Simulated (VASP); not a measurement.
# AlN (P6_3mc) in VASP: further runs, part 2 of 2

VASP 6.6.1. The steps go on from the part before.

## Step 3: Relaxation of the atoms, r2SCAN

This run uses another cell than the first one, of 10.45 Å³/atom.

Input file POSCAR:

```
AlN
1.0
    3.1067016190      0.0000000000      0.0000000000
   -1.5533508095      2.6904825240      0.0000000000
    0.0000000000      0.0000000000      5.0032291536
Al N
2 2
Direct
    0.3333333333      0.6666666667      0.0001702140
    0.6666666667      0.3333333333      0.5001702140
    0.3333333333      0.6666666667      0.3818297860
    0.6666666667      0.3333333333      0.8818297860
```

Input file INCAR.step1:

```
ALGO = Normal
EDIFF = 1E-4
ENCUT = 520
GGA = PE
ISMEAR = 0
LASPH = True
LCHARG = False
LREAL = False
LWAVE = True
NELM = 80
PREC = Accurate
SIGMA = 0.01
```

Input file INCAR.step2:

```
ALGO = Normal
EDIFF = 1E-7
EDIFFG = -0.004
ENCUT = 520
IBRION = 2
ISIF = 2
ISMEAR = 0
ISTART = 1
LASPH = True
LCHARG = False
LMIXTAU = True
LREAL = False
LWAVE = False
METAGGA = R2SCAN
NELM = 80
NSW = 80
PREC = Accurate
SIGMA = 0.01
```

Input file KPOINTS:

```
k-points
0
Gamma
  8 8 5
```

Potentials or basis: VASP PAW PBE potentials, release 64 (Al, N).

The run is started by

```sh
> cat potpaw_PBE.64/Al/POTCAR potpaw_PBE.64/N/POTCAR > POTCAR
> cp INCAR.step1 INCAR
> mpirun -np 1 vasp_std > vasp.out
> cp INCAR.step2 INCAR
> mpirun -np 1 vasp_std > vasp.out
```

OUTCAR:

```text
EDIFF = 1E-7
   EDIFFG = -0.004
   ENCUT = 520
   IBRION = 2
   ISIF = 2
   ISMEAR = 0
   ISTART = 1
   LASPH = True
   LREAL = False
   METAGGA = R2SCAN
   NELM = 80
   NSW = 80
   PREC = Accurate

 ion  position               nearest neighbor table
   1  0.333  0.667  0.000-   4 1.89   4 1.89   4 1.89   3 1.91   2 3.08   2 3.08   2 3.08   2 3.08
                             2 3.08   2 3.08
   2  0.667  0.333  0.500-   3 1.89   3 1.89   3 1.89   4 1.91   1 3.08   1 3.08   1 3.08   1 3.08
                             1 3.08   1 3.08
   3  0.333  0.667  0.382-   2 1.89   2 1.89   2 1.89   1 1.91
   4  0.667  0.333  0.882-   1 1.89   1 1.89   1 1.89   2 1.91

  LATTYP: Found a hexagonal cell.
 ALAT       =     3.1067016190
 C/A-ratio  =     1.6104633683

  Lattice vectors:

 A1 = (   3.1067016190,   0.0000000000,   0.0000000000)
 A2 = (  -1.5533508095,   2.6904825240,   0.0000000000)
 A3 = (   0.0000000000,   0.0000000000,   5.0032291536)

Analysis of symmetry for initial positions (statically):
=====================================================================
 Subroutine PRICEL returns:
 Original cell was already a primitive cell.

 Routine SETGRP: Setting up the symmetry group for a
 hexagonal supercell.

 Subroutine GETGRP returns: Found 12 space group operations
 (whereof  6 operations were pure point group operations)
 out of a pool of 24 trial point group operations.

The static configuration has the point symmetry C_3v.
[... 179 lines left out ...]
  external PRESSURE =     -13.6735702 kB  Pullay stress =       0.0000000 kB
[... 63 lines left out ...]
--------------------------------------- Ionic step        3  -------------------------------------------

 number of electron      15.9999996 magnetization

 Free energy of the ion-electron system (eV)
  ---------------------------------------------------
  ext. energy  EPLUGINS =         0.00000000
  ---------------------------------------------------
  free energy    TOTEN  =       -38.45478968 eV

  energy without entropy =      -38.45478968  energy(sigma->0) =      -38.45478968

 E-fermi :   5.8883     XC(G=0): -11.3941

 val. band max:        5.8392690152   @ k =   0.0000   0.0000   0.0000
 cond. band min:      10.7393451571   @ k =   0.0000   0.0000   0.0000
 fundamental gap:      4.9000761418
 Fermi energy:         5.8882660276

 k-point     1 :       0.0000    0.0000    0.0000
  band No.  band energies     occupation
      1     -10.0791      2.00000
      2      -7.9932      2.00000
      3      -0.1941      2.00000
      4       5.0149      2.00000
      5       5.0149      2.00000
      6       5.6604      2.00000
      7       5.6604      2.00000
      8       5.8393      2.00000
      9      10.7393      0.00000
     10      13.4111      0.00000
     11      17.4090      0.00000
     12      17.9277      0.00000
[... 331 lines left out ...]
 k-point    24 :       0.3750    0.0000    0.4000
  band No.  band energies     occupation
      1      -8.2157      2.00000
      2      -7.8559      2.00000
      3       0.5871      2.00000
      4       0.9816      2.00000
      5       3.7995      2.00000
      6       4.3151      2.00000
      7       4.7238      2.00000
      8       4.7248      2.00000
      9      11.9244      0.00000
     10      12.5699      0.00000
     11      15.8757      0.00000
     12      16.6146      0.00000

 [... further k-points ...]
[... 5 lines left out ...]
  --------------------------------------------------------------------------------------
  -------------------------------------------------------------------------------------
  Total       -0.2324942     -0.2324942     -0.6011570      0.0000000      0.0000000     -0.0000000
  in kB       -8.9072301     -8.9072301    -23.0312965      0.0000000      0.0000000     -0.0000000
  external PRESSURE =     -13.6152522 kB  Pullay stress =       0.0000000 kB
[... 19 lines left out ...]
  FREE ENERGIE OF THE ION-ELECTRON SYSTEM (eV)
  ---------------------------------------------------
  free  energy   TOTEN  =       -38.4547896774 eV

  energy  without entropy=      -38.4547896774  energy(sigma->0) =      -38.45478968

 reached required accuracy - stopping structural energy minimisation
```

OUTCAR.step1:

```text
EDIFF = 1E-4
   ENCUT = 520
   GGA = PE
   ISMEAR = 0
[... 594 lines left out ...]
     -0.00000      1.79366      0.00085        -0.000000     -0.000000      0.055127
      1.55335      0.89683      2.50247         0.000000      0.000000      0.055127
     -0.00000      1.79366      1.91038         0.000000      0.000000     -0.055127
      1.55335      0.89683      4.41200        -0.000000      0.000000     -0.055127
 -----------------------------------------------------------------------------------
    total drift:                               -0.000000      0.000000      0.000385

  FREE ENERGIE OF THE ION-ELECTRON SYSTEM (eV)
  ---------------------------------------------------
  free  energy   TOTEN  =       -29.7718860995 eV

  energy  without entropy=      -29.7718860995  energy(sigma->0) =      -29.77188610
```

OSZICAR.step1:

```text
N       E                     dE             d eps       ncg     rms          rms(c)
DAV:   1     0.509902344446E+02    0.50990E+02   -0.77294E+03   728   0.119E+03
DAV:   2    -0.307630347289E+02   -0.81753E+02   -0.76823E+02  1048   0.226E+02
DAV:   3    -0.344840068578E+02   -0.37210E+01   -0.37091E+01   940   0.531E+01
DAV:   4    -0.345163487355E+02   -0.32342E-01   -0.32334E-01   844   0.562E+00
DAV:   5    -0.345168333025E+02   -0.48457E-03   -0.48452E-03   908   0.705E-01    0.122E+01
DAV:   6    -0.297684763344E+02    0.47484E+01   -0.16981E+01   868   0.316E+01    0.426E+00
DAV:   7    -0.297829864748E+02   -0.14510E-01   -0.64794E-01   788   0.638E+00    0.290E+00
DAV:   8    -0.297761208949E+02    0.68656E-02   -0.77312E-02   808   0.292E+00    0.478E-01
DAV:   9    -0.297714063140E+02    0.47146E-02   -0.20307E-02   904   0.107E+00    0.239E-01
DAV:  10    -0.297719552257E+02   -0.54891E-03   -0.22329E-03   844   0.364E-01    0.129E-01
DAV:  11    -0.297718860995E+02    0.69126E-04   -0.18687E-04   428   0.115E-01
   1 F= -.29771886E+02 E0= -.29771886E+02  d E =-.110379E-24
```

It took 1.9 min on 1 thread of Intel Xeon Platinum 8259CL at 2.50GHz (Skylake/Cascade Lake), shared host; peak memory 0.16 GiB.

Results:

```
Free energy               : -38.4548 eV
Energy gained by relaxing : 0.1 meV/atom
Ionic steps               : 3
Pressure after relaxing   : -1.4 GPa
Band gap on the k mesh    : 4.90 eV
```

Stress tensor (GPa, compression positive):
```
-0.89  0.00  0.00
 0.00 -0.89  0.00
 0.00  0.00 -2.30
```

Step by step:
```tsv
step	energy change (eV)	largest force (eV/Å)	pressure (GPa)
1	0.0000	0.0595	-1.37
2	-0.0003	0.0143	-1.36
3	-0.0003	0.0000	-1.36
```

Final structure:
```xyz
4
Lattice="3.1067 0.0000 0.0000 -1.5534 2.6905 0.0000 0.0000 0.0000 5.0032" Properties=species:S:1:pos:R:3 pbc="T T T"
Al    0.0000    1.7937    0.0032
Al    1.5534    0.8968    2.5048
N     0.0000    1.7937    1.9081
N     1.5534    0.8968    4.4097
```

Caveat: the PAW data sets were made with another functional, which shifts forces and pressure a little.

## Step 4: Relaxation of the atoms, r2SCAN

This run uses another cell than the first one, of 10.51 Å³/atom.

Input file POSCAR:

```
AlN
1.0
    3.1222351271      0.0000000000      0.0000000000
   -1.5611175635      2.7039349366      0.0000000000
    0.0000000000      0.0000000000      4.9783374663
Al N
2 2
Direct
    0.3333333333      0.6666666667      0.0001702140
    0.6666666667      0.3333333333      0.5001702140
    0.3333333333      0.6666666667      0.3818297860
    0.6666666667      0.3333333333      0.8818297860
```

Input file INCAR.step1:

```
SYSTEM = AlN
ALGO     = Normal         ! electronic algorithm
EDIFF    = 1E-4           ! SCF threshold, eV
ENCUT    = 520            ! plane-wave cutoff, eV
GGA      = PE             ! functional
ISMEAR   = 0              ! smearing method
LASPH    = .TRUE.         ! aspherical terms in the spheres
LCHARG   = .FALSE.        ! write CHGCAR
LREAL    = .FALSE.        ! projectors in reciprocal space
LWAVE    = .TRUE.         ! write WAVECAR
NELM     = 60             ! most SCF steps
PREC     = Accurate       ! precision mode
SIGMA    = 0.01           ! smearing width, eV
```

Input file INCAR.step2:

```
SYSTEM = AlN
ALGO     = Normal         ! electronic algorithm
EDIFF    = 1E-6           ! SCF threshold, eV
EDIFFG   = -0.004         ! ionic threshold
ENCUT    = 520            ! plane-wave cutoff, eV
IBRION   = 2              ! ionic algorithm
ISIF     = 2              ! what is computed and relaxed
ISMEAR   = 0              ! smearing method
ISTART   = 1            
LASPH    = .TRUE.         ! aspherical terms in the spheres
LCHARG   = .FALSE.        ! write CHGCAR
LMIXTAU  = .TRUE.       
LREAL    = .FALSE.        ! projectors in reciprocal space
LWAVE    = .FALSE.        ! write WAVECAR
METAGGA  = R2SCAN         ! meta-GGA
NELM     = 60             ! most SCF steps
NSW      = 80             ! ionic steps
PREC     = Accurate       ! precision mode
SIGMA    = 0.01           ! smearing width, eV
```

Input file KPOINTS:

```
k-points
0
G
  8 8 5
  0 0 0
```

The run is started by

```sh
> cat potpaw_PBE.64/Al/POTCAR potpaw_PBE.64/N/POTCAR > POTCAR
> cp INCAR.step1 INCAR
> mpirun -np 1 vasp_std > vasp.out
> cp INCAR.step2 INCAR
> mpirun -np 1 vasp_std > vasp.out
```

It took 1.7 min on 1 thread of Intel Xeon 8259CL, shared host; peak memory 0.17 GiB.

Results (log left out):

```
Free energy               : -38.4523 eV
Energy gained by relaxing : 0.1 meV/atom
Ionic steps               : 3
Pressure after relaxing   : -2.5 GPa
Band gap on the k mesh    : 4.80 eV
```

Stress tensor (GPa, compression positive):
```
-3.06  0.00  0.00
 0.00 -3.06  0.00
 0.00  0.00 -1.39
```

Step by step:
```tsv
step	energy change (eV)	largest force (eV/Å)	pressure (GPa)
1	0.0000	0.0514	-2.50
2	-0.0002	0.0126	-2.51
3	-0.0002	0.0003	-2.51
```

Final structure:
```
Al N
1.0
     3.12224    0.00000    0.00000
    -1.56112    2.70393    0.00000
     0.00000    0.00000    4.97834
Al N
2 2
Cartesian
  0.0000 1.8026 4.9772
  1.5611 0.9013 2.4880
  0.0000 1.8026 1.9029
  1.5611 0.9013 4.3920
```

Levels at points of the mesh, in eV from the valence-band top:
```
           k point  band 5  band 6  band 7  band 8  band 9  band 10  band 11  band 12
(0.00, 0.00, 0.00)   -0.94   -0.26   -0.26    0.00    4.80     7.37    11.54    11.89
(0.50, 0.00, 0.00)   -3.39   -2.18   -1.78   -0.74    6.44     6.47     8.93    11.16
```

Caveat: the PAW data sets were made with another functional, which shifts forces and pressure a little.

## Step 5: Overview

```tsv
cell	gap on the mesh (eV)	pressure (GPa)
atoms relaxed from a = 3.107, b = 3.107, c = 4.978 Å, angles 90.0, 90.0, 120.0°, 4 atoms	4.92	-0.4
atoms relaxed from a = 3.107, b = 3.107, c = 5.003 Å, angles 90.0, 90.0, 120.0°, 4 atoms	4.90	-1.4
atoms relaxed from a = 3.122, b = 3.122, c = 4.978 Å, angles 90.0, 90.0, 120.0°, 4 atoms	4.80	-2.5
```

Alike in all rows: task relaxation of the atoms; level r2SCAN; potentials or basis VASP PAW PBE potentials, release 64 (Al, N); no spin polarisation; k mesh 8 × 8 × 5; cutoff (eV) 520; smearing gaussian 0.01 eV.

Caveats: the PAW data sets were made with another functional, which shifts forces and pressure a little; the relaxation stopped at its first step, so nothing moved (at least some runs).

Absolute energies hang on the potentials; compare differences alone.
